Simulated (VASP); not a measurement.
# KCl (Imm2) in VASP: single point with PBE

Aim: the single point of KCl with PBE.

Everything below comes from runs of VASP 6.6.1. Logs are shortened: lines on timing, memory, paths and dates and some standing lists are left out, and cuts for length are marked.

### Step 1. The cell of the first run

It takes space group Imm2 (No. 44, orthorhombic). The conventional cell has a = 4.920 Å, b = 5.000 Å, c = 7.015 Å, α = 90.00°, β = 90.00°, γ = 90.00°. K (site symmetry mm2) has 4 Cl at 3.04 Å within 4.0 Å. Within 4.0 Å of Cl (site symmetry mm2) lie 4 K at 3.04 Å.

### Step 2. Single point, PBE (shear xy strain -1.6%)

INCAR

```
ALGO     = Normal         # electronic algorithm
EDIFF    = 1E-6           # SCF threshold, eV
ENCUT    = 500            # plane-wave cutoff, eV
GGA      = PE             # functional
GGA_COMPAT= F            
ISIF     = 2              # what is computed and relaxed
ISMEAR   = -1             # smearing method
LASPH    = T              # aspherical terms in the spheres
LCHARG   = T              # write CHGCAR
LELF     = T              # ELF
LREAL    = F              # projectors in reciprocal space
LVHAR    = T            
LWAVE    = F              # write WAVECAR
NBANDS   = 15             # bands
NELM     = 120            # most SCF steps
PREC     = Accurate       # precision mode
SIGMA    = 0.02           # smearing width, eV
```

KPOINTS

```
k-points
0
Gamma
  6 6 6
```

POSCAR

```
KCl
1.0
   -0.0282336268      3.5072828324      3.5072828324
    3.5072828324     -0.0282336268      3.5072828324
    3.4790492056      3.4790492056      0.0000000000
K Cl
1 1
Direct
   -0.0018232074     -0.0018232074      0.0018232074
    0.2518232074      0.2518232074      0.2481767926
```

Potentials or basis: VASP PAW PBE potentials, release 64 (K_sv, Cl).

Command:

```bash
$ cat potpaw_PBE.64/K_sv/POTCAR potpaw_PBE.64/Cl/POTCAR > POTCAR
$ mpirun -np 1 vasp_std > vasp.out
```

OUTCAR:

```text
EDIFF = 1E-6
   ENCUT = 500
   GGA = PE
   ISIF = 2
   ISMEAR = -1
   LASPH = T
   LREAL = F
   NELM = 120
   PREC = Accurate

 ion  position               nearest neighbor table
   1  0.998  0.998  0.002-   2 3.04   2 3.04   2 3.04   2 3.04
   2  0.252  0.252  0.248-   1 3.04   1 3.04   1 3.04   1 3.04

  LATTYP: Found a body centered orthorhombic cell.
 ALAT       =     4.9201185707
 B/A-ratio  =     1.0162306568
 C/A-ratio  =     1.4256903699

  Lattice vectors:

 A1 = (   0.0282336268,  -3.5072828324,  -3.5072828324)
 A2 = (  -0.0282336268,   3.5072828324,  -3.5072828324)
 A3 = (   3.5072828324,  -0.0282336268,   3.5072828324)

Analysis of symmetry for initial positions (statically):
=====================================================================
 Subroutine PRICEL returns:
 Original cell was already a primitive cell.

 Routine SETGRP: Setting up the symmetry group for a
 body centered orthorhombic supercell.

 Subroutine GETGRP returns: Found  4 space group operations
 (whereof  4 operations were pure point group operations)
 out of a pool of  8 trial point group operations.

The static configuration has the point symmetry C_2v.

Analysis of symmetry for dynamics (positions and initial velocities):
=====================================================================
 Subroutine PRICEL returns:
 Original cell was already a primitive cell.

 Routine SETGRP: Setting up the symmetry group for a
 body centered orthorhombic supercell.

 Subroutine GETGRP returns: Found  4 space group operations
 (whereof  4 operations were pure point group operations)
 out of a pool of  8 trial point group operations.

The dynamic configuration has the point symmetry C_2v.

 Subroutine INISYM returns: Found  4 space group operations
 (whereof  4 operations are pure point group operations),
 and found     1 'primitive' translations

----------------------------------------------------------------------------------------

                                     Primitive cell

  volume of cell :      86.2808

  direct lattice vectors                    reciprocal lattice vectors
    -0.028233627  3.507282832  3.507282832    -0.141422054  0.141422054  0.142560502
     3.507282832 -0.028233627  3.507282832     0.141422054 -0.141422054  0.142560502
[... 91 lines left out ...]
   ISIF   =      2    stress and relaxation
   ISYM   =      2    0-nonsym 1-usesym 2-fastsym
   POTIM  = 0.5000    time-step for ionic-motion
   TEBEG  =    0.0;   TEEND  =   0.0 temperature during run
   PSTRESS=    0.0 pullay stress
   NELECT =      16.0000    total number of electrons
   NUPDOWN=      -1.0000    fix difference up-down
   EMIN   =  10.00;   EMAX   =-10.00  energy-range for DOS
   EFERMI =   0.00;   METHOD = LEGACY
   ISMEAR =    -1;   SIGMA  =   0.02  broadening in eV -4-tet -1-fermi 0-gaus
   EFERMI_NEDOS =   21; number of points for ismear=-14 and -15
   IALGO  =     38    algorithm
   IMIX   =      4    mixing-type and parameters
     AMIX     =   0.40;   BMIX     =  1.00
     AMIX_MAG =   1.60;   BMIX_MAG =  1.00
  volume/ion in A,a.u.               =      43.14       291.13
  Fermi-wavevector in a.u.,A,eV,Ry     =   0.933563  1.764177 11.858008  0.871539
  Thomas-Fermi vector in A             =   2.060277
   LORBIT       =      0    0 simple, 1 ext, 2 COOP (PROOUT), +10 PAW based schemes
   GGA     = PE    functional components
   LHFCALC =     F    Hartree Fock is set to
   AEXX    =    0.0000 exact exchange contribution
   IVDW    =     0    specifies the selected vdW correction
   LEPSILON=     F    determine dielectric tensor
   LRPA    =     F    only Hartree local field effects (RPA)
 non-spin polarized calculation
  energy-cutoff  :      500.00
  volume of cell :       86.28
 maximum number of plane-waves:      2210
   NGX = 19   NGY = 19   NGZ = 17

 number of electron      16.0000000 magnetization

 Free energy of the ion-electron system (eV)
  ---------------------------------------------------
  ext. energy  EPLUGINS =         0.00000000
  ---------------------------------------------------
  free energy    TOTEN  =        -6.61824319 eV

  energy without entropy =       -6.61824319  energy(sigma->0) =       -6.61824319

 E-fermi :  -2.6210     XC(G=0):  -6.1185

 val. band max:       -3.1982190897   @ k =   0.5000   0.5000   0.0000
 cond. band min:       1.5646664783   @ k =   0.0000   0.0000   0.0000
 fundamental gap:      4.7628855680
 Fermi energy:        -2.6210486415

 k-point     1 :       0.0000    0.0000    0.0000
  band No.  band energies     occupation
      1     -30.4544      2.00000
      2     -14.9546      2.00000
      3     -13.9512      2.00000
      4     -13.9501      2.00000
      5     -13.9493      2.00000
      6      -3.2576      2.00000
      7      -3.2474      2.00000
      8      -3.2365      2.00000
      9       1.5647      0.00000
     10       6.1564      0.00000
     11       6.1593      0.00000
     12       7.1333      0.00000
     13       7.1542      0.00000
     14       7.1737      0.00000
[... 401 lines left out ...]
      2     -15.1730      2.00000
      3     -13.9808      2.00000
      4     -13.9714      2.00000
      5     -13.6828      2.00000
      6      -3.5531      2.00000
      7      -3.2520      2.00000
      8      -3.2213      2.00000
      9       3.5804      0.00000
     10       4.4798      0.00000
     11       6.1278      0.00000
     12       6.5598      0.00000
     13       7.4441      0.00000
     14       7.5292      0.00000
     15       7.6921      0.00000

 [... further k-points ...]

------------------------ aborting loop because EDIFF is reached ----------------------------------------

  FORCE on cell =-STRESS in cart. coord.  units (eV):
  Direction    XX          YY          ZZ          XY          YZ          ZX
  --------------------------------------------------------------------------------------
  -------------------------------------------------------------------------------------
  Total        0.1524621      0.1524621      0.1516830      0.0254961      0.0000000      0.0000000
  in kB        2.8311198      2.8311198      2.8166524      0.4734453      0.0000000      0.0000000
  external PRESSURE =       2.8262973 kB  Pullay stress =       0.0000000 kB

 VOLUME and BASIS-vectors are now :
 -----------------------------------------------------------------------------
  energy-cutoff  :      500.00
  volume of cell :       86.28
      direct lattice vectors                 reciprocal lattice vectors
    -0.028233627  3.507282832  3.507282832    -0.141422054  0.141422054  0.142560502
     3.507282832 -0.028233627  3.507282832     0.141422054 -0.141422054  0.142560502
     3.479049206  3.479049206  0.000000000     0.143717427  0.143717427 -0.142560502

 POSITION                                       TOTAL-FORCE (eV/Angst)
 -----------------------------------------------------------------------------------
      3.47905      3.47905      7.00178        -0.000000     -0.000000     -0.000857
      1.73952      1.73952      1.76643         0.000000      0.000000      0.000857
 -----------------------------------------------------------------------------------
    total drift:                                0.000000      0.000000     -0.000176

  FREE ENERGIE OF THE ION-ELECTRON SYSTEM (eV)
  ---------------------------------------------------
  free  energy   TOTEN  =        -6.6182431932 eV

  energy  without entropy=       -6.6182431932  energy(sigma->0) =       -6.61824319
```

stdout:

```text
POSCAR found type information on POSCAR K Cl
 POSCAR found :  2 types and       2 ions
 scaLAPACK will be used
 LDA part: xc-table for (Slater+PW92), standard interpolation
 POSCAR, INCAR and KPOINTS ok, starting setup
 FFT: planning ... GRIDC
 FFT: planning ... GRID_SOFT
 FFT: planning ... GRID
 WAVECAR not read
 entering main loop
```

Wall time 38 s (1 thread of Intel Xeon 8259CL, shared host); peak memory 0.23 GiB.

Results:

```yaml
Free_energy: -6.6182 eV
Pressure: 0.3 GPa
Band_gap_on_the_k_mesh: 4.76 eV (least direct gap 4.80 eV)
```

Caveat: the cell differs from its parent crystal (shear xy strain -1.6%); the structure was generated, so it needn't be the stable form of KCl. A k mesh can miss the band edges.
